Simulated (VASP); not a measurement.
The system is P.

```
P
1.0
     3.49461    0.00000    0.00000
    -1.74730    3.02642    0.00000
     0.00000    0.00000   17.11999
P
12
Direct
  0.00000 0.00000 0.18750
  0.00000 0.00000 0.68750
  0.00000 0.00000 0.31250
  0.00000 0.00000 0.81250
  0.33333 0.66667 0.52083
  0.66667 0.33333 0.02083
  0.33333 0.66667 0.97917
  0.66667 0.33333 0.47917
  0.33333 0.66667 0.64583
  0.66667 0.33333 0.14583
  0.33333 0.66667 0.85417
  0.66667 0.33333 0.35417
```

* Program: VASP 6.6.1
* Task: relaxation of cell and atoms
* Functional: PBE
* Potentials or basis: VASP PAW PBE potentials, release 64 (P)
* Cutoff: 600 eV
* k mesh: 6 × 6 × 1
* Occupations: gaussian, width 0.1 eV
* Spin: no spin polarisation

At the start: pressure 23.7 GPa; volume 15.09 Å³/atom.

Q: How do energy, volume and symmetry change on relaxing?

A: Over 41 steps the energy falls by 829.7 meV/atom and the volume is 24.53 Å³/atom (+62.6 %); space group P6_3/mmc (No. 194, to 0.05 Å).

Step by step:
```csv
step,energy change (eV),largest force (eV/Å),pressure (GPa),volume (Å³)
1,0.0000,0.3380,23.71,181.06
3,-3.8791,0.2138,-0.29,249.66
5,-4.0152,0.0832,0.15,248.15
7,-6.0556,0.6731,-1.22,245.42
9,-6.8684,2.1583,-3.08,241.48
11,-6.8933,2.3712,-3.25,240.79
13,-6.9342,2.5475,-3.35,240.30
15,-6.9404,2.6517,-3.40,239.98
17,-7.0703,2.5657,-2.97,238.83
19,-7.5656,2.0486,-0.73,233.66
21,-7.9548,0.5938,5.13,223.95
23,-8.4537,0.4113,4.18,235.52
25,-8.6078,1.4600,3.10,246.69
27,-9.2582,0.9144,-2.87,283.34
29,-9.7845,0.7302,-1.18,288.26
31,-9.9042,0.4570,0.27,285.79
33,-9.9424,0.1485,0.19,287.77
35,-9.9472,0.0840,0.15,288.96
37,-9.9518,0.0083,-0.02,291.50
39,-9.9550,0.0849,-0.05,293.53
41,-9.9561,0.0079,-0.01,294.32
```

Final structure:
```xyz
12
Lattice="3.2888 0.0000 0.0000 -1.6444 2.8482 0.0000 0.0000 0.0000 31.4209" Properties=species:S:1:pos:R:3 pbc="T T T"
P     3.2888    0.0000    5.8367
P     0.0000    0.0000   21.5472
P     3.2888    0.0000    9.8738
P     0.0000    0.0000   25.5843
P     0.0000    1.8988   16.3268
P     1.6444    0.9494    0.6163
P     0.0000    1.8988   30.8046
P     1.6444    0.9494   15.0941
P     0.0000    1.8988   20.3142
P     1.6444    0.9494    4.6037
P     0.0000    1.8988   26.8172
P     1.6444    0.9494   11.1068
```

Caveat: the volume moved by over 15 % at a fixed basis, so the end points are rough; this functional lacks dispersion, which binds the layers, so the pressure and a relaxed spacing across them are unreliable.
